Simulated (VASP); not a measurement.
Wanted: the native input for a VASP 6.6.1 run.

* Task: single point
* Functional: r2SCAN
* Potentials or basis: VASP PAW PBE potentials, release 64 (Rb_sv, Cl)
* Cutoff: 550 eV
* k mesh: 6 × 6 × 6
* Occupations: gaussian, width 0.01 eV
* Spin: no spin polarisation
* Dipole correction: no
* Further INCAR settings: ALGO = Normal; EDIFF = 1e-06; NBANDS = 15

The system is RbCl.

```
CELL_PARAMETERS angstrom
0.00000 3.30573 3.30573
3.30573 0.00000 3.30573
3.30573 3.30573 0.00000
ATOMIC_POSITIONS crystal
Rb 0.00000 0.00000 0.00000
Cl 0.50000 0.50000 0.50000
```

The input as run:

POSCAR

```
RbCl
1.0
    0.0000000000      3.3057264366      3.3057264366
    3.3057264366      0.0000000000      3.3057264366
    3.3057264366      3.3057264366      0.0000000000
Rb Cl
1 1
Direct
    0.0000000000      0.0000000000      0.0000000000
    0.5000000000      0.5000000000      0.5000000000
```

INCAR.step1

```
SYSTEM = RbCl
  PREC = Accurate
  ENCUT = 550
  ISMEAR = 0
  SIGMA = 0.01
  LREAL = .FALSE.
  LASPH = .TRUE.
  NELM = 120
  NBANDS = 15
  GGA = PE
  ALGO = Normal
  EDIFF = 1E-5
  LWAVE = .TRUE.
  LCHARG = .FALSE.
  GGA_COMPAT = .FALSE.
```

INCAR.step2

```
SYSTEM = RbCl
  PREC = Accurate
  ENCUT = 550
  EDIFF = 1E-6
  ISMEAR = 0
  SIGMA = 0.01
  LREAL = .FALSE.
  LASPH = .TRUE.
  NELM = 120
  ALGO = Normal
  ISIF = 2
  LWAVE = .FALSE.
  LCHARG = .FALSE.
  METAGGA = R2SCAN
  LMIXTAU = .TRUE.
  NBANDS = 15
  ISTART = 1
  GGA_COMPAT = .FALSE.
```

KPOINTS

```
Automatic mesh
0
G
  6 6 6
  0 0 0
```

Potentials or basis: VASP PAW PBE potentials, release 64 (Rb_sv, Cl).

The run is started by

```bash
$ cat potpaw_PBE.64/Rb_sv/POTCAR potpaw_PBE.64/Cl/POTCAR > POTCAR
$ cp INCAR.step1 INCAR
$ mpirun -np 1 vasp_std > vasp.out
$ cp INCAR.step2 INCAR
$ mpirun -np 1 vasp_std > vasp.out
```

Results of the run:

```
Pressure               : 0.0 GPa
Band gap on the k mesh : 5.56 eV
```

Caveat: the PAW data sets were made with another functional, which shifts forces and pressure a little.

Run time: 44 s on 1 thread of Intel(R) Xeon(R) Platinum 8488C (Sapphire Rapids), with other jobs on the host, peak memory 0.21 GiB.
